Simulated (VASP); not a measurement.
A run of VASP 6.6.1 is set up as follows.

The input INCAR:

```
PREC     = Accurate       # precision mode
ENCUT    = 520            # plane-wave cutoff, eV
EDIFF    = 1E-7           # SCF threshold, eV
ISMEAR   = 0              # smearing method
SIGMA    = 0.1            # smearing width, eV
LREAL    = F              # projectors in reciprocal space
LASPH    = T              # aspherical terms in the spheres
NELM     = 60             # most SCF steps
ALGO     = Normal         # electronic algorithm
ISIF     = 2              # what is computed and relaxed
LWAVE    = F              # write WAVECAR
LCHARG   = F              # write CHGCAR
GGA      = PS             # functional
IVDW     = 12             # dispersion correction
NBANDS   = 33             # bands
```

Contents of KPOINTS:

```
regular mesh
0
Gamma
  12 12 6
```

POSCAR

```
Ta4O
1.0
    3.1762697068      0.0000000000      0.0000000000
    0.0000000000      3.1762697068      0.0000000000
    0.0000000000      0.0000000000      7.2977853805
Ta O
4 1
Direct
    0.0000000000      0.0000000000      0.5000000000
    0.5000000000      0.5000000000      0.7828208012
    0.5000000000      0.5000000000      0.2171791988
    0.0000000000      0.0000000000      0.0000000000
    0.5000000000      0.5000000000      0.5000000000
```

Potentials or basis: VASP PAW PBE potentials, release 64 (Ta_pv, O).

Launch:

```console
$ cat potpaw_PBE.64/Ta_pv/POTCAR potpaw_PBE.64/O/POTCAR > POTCAR
$ mpirun -np 1 vasp_std > vasp.out
```

**Question.** Predict the band gap on the k mesh.

**Answer.** Zero (band 25 reaches 7.39 eV, above the bottom of band 26 at 6.30 eV).

**Question.** Predict the largest force.

**Answer.** 0.037 eV/Å.

**Question.** Estimate the dispersion energy per atom.

**Answer.** -0.623 eV.

Forces on the atoms (eV/Å):
```
Ta   0.000  0.000  0.000
Ta   0.000  0.000  0.037
Ta   0.000  0.000 -0.037
Ta   0.000  0.000  0.000
O    0.000  0.000  0.000
```

Caveat: the PAW data sets were made with another functional, which shifts forces and pressure a little; spin-orbit coupling is left out, which moves the levels of the heavy elements.
